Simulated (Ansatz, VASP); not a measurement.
SiO2: VASP beside Ansatz

```
CELL_PARAMETERS angstrom
4.25490 0.00000 0.00000
0.00000 4.25490 0.00000
0.00000 0.00000 2.46970
ATOMIC_POSITIONS crystal
Si 0.50000 0.50000 0.50000
Si 0.00000 0.00000 0.00000
O 0.69443 0.69443 0.00000
O 0.19443 0.80557 0.50000
O 0.30557 0.30557 0.00000
O 0.80557 0.19443 0.50000
```

Alike in both runs: task single point; functional LDA; k mesh 6 × 6 × 8; occupations gaussian, width 0.05 eV; no spin polarisation.

|  | VASP | Ansatz |
| --- | --- | --- |
| version | VASP 6.6.1 | Ansatz 0.2.0 |
| potentials or method | VASP PAW LDA potentials, release 64 (Si, O), cutoff 520 eV | scalar-relativistic, plane waves, PAW |
| valence electrons in the cell | 32 | 32 |

Ansatz gave:

* gap on the k mesh at the Fermi level (eV): 6.47
* least direct gap on the mesh (eV): 6.47
* pressure (GPa): 16.8
* traceless stress, the component that is largest in VASP (GPa): 39.31
* rms of the force components (eV/Å): 0.143

Estimate VASP's values.

gap on the k mesh at the Fermi level (eV): 6.46; least direct gap on the mesh (eV): 6.46; pressure (GPa): 18.0; traceless stress, the component that is largest in VASP (GPa): 40.41; rms of the force components (eV/Å): 0.105.

Ansatz warns that its potentials were made for another functional, while VASP's fit it. LDA's correlation is that of Perdew and Zunger in VASP and of Perdew and Wang (1992) in Ansatz. Atom by atom the forces differ by 0.038 eV/Å (rms over components).
